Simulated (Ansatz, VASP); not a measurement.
Two plane-wave programs on AlAs

The input POSCAR:

```
AlAs
1.0
    0.0000000000      2.8389246373      2.8389246373
    2.8389246373      0.0000000000      2.8389246373
    2.8389246373      2.8389246373      0.0000000000
Al As
1 1
Direct
    0.0000000000      0.0000000000      0.0000000000
    0.2500000000      0.2500000000      0.2500000000
```

INCAR.step1

```
PREC = Accurate
ENCUT = 400
EDIFF = 1E-5
ISMEAR = 0
SIGMA = 0.01
LREAL = F
LASPH = T
NELM = 120
ALGO = Normal
ISIF = 2
LWAVE = T
NBANDS = 11
GGA = PE
GGA_COMPAT = F
```

File INCAR.step2:

```
PREC = Accurate
ENCUT = 400
EDIFF = 1E-6
ISMEAR = 0
SIGMA = 0.01
LREAL = F
LASPH = T
NELM = 120
ALGO = Normal
ISIF = 2
LWAVE = F
LCHARG = T
GGA = PE
LHFCALC = T
HFSCREEN = 0.2079
PRECFOCK = Normal
LELF = T
LVHAR = T
NBANDS = 11
ISTART = 1
GGA_COMPAT = F
```

Contents of KPOINTS:

```
Automatic mesh
0
Gamma
  4 4 4
```

Input for Ansatz:

```yaml
crystal:
  lattice:
    - [0.0, 2.8389246373, 2.8389246373]
    - [2.8389246373, 0.0, 2.8389246373]
    - [2.8389246373, 2.8389246373, 0.0]
  atoms:
    - { symbol: Al, position: [0.0, 0.0, 0.0] }
    - { symbol: As, position: [0.25, 0.25, 0.25] }
kpoints:
  mp_grid: { grid: [4, 4, 4] }
  band_path:
    path:
      - [0.0, 0.0, 0.0]
      - [-0.5, -0.5, 0.0]
      - [-0.375, -0.375, 0.25]
      - [-0.375, 0.0, 0.375]
      - [0.0, 0.0, 0.5]
      - [-0.5, -0.25, 0.25]
      - [0.0, 0.5, 0.5]
    npoints: 1
hamiltonian:
  xc: hse06
scf:
  occupations: { method: fixed }
  n_extra_bands: 4
output:
  forces: true
  stress: true
  eigenvalues: true
  write_density: true
  write_potential: true
  elf: true
  volumetric_format: npy
```

Alike in both runs: task single point; functional HSE06; k mesh 4 × 4 × 4; no spin polarisation.

|  | VASP | Ansatz |
| --- | --- | --- |
| version | VASP 6.6.1 | Ansatz 0.2.0 |
| potentials or method | VASP PAW PBE potentials, release 64 (Al, As) | plane waves, PAW |
| plane-wave cutoff (eV) | 400 | 420 |
| occupations | gaussian, width 0.01 eV | fixed |
| valence electrons in the cell | 8 | 18 |

```csv
,VASP,Ansatz,Ansatz less VASP
gap on the k mesh at the Fermi level (eV),2.11,2.10,-0.010
pressure (GPa),0.2,0.5,+0.26
```

VASP's potentials hold 8 valence electrons a cell and Ansatz's 18, so a difference there can come from the potentials and not from the codes. Ansatz's warnings: stress exchange threshold loose, stress scf threshold loose.

The k mesh is coarse, so the values compare programs but aren't converged.
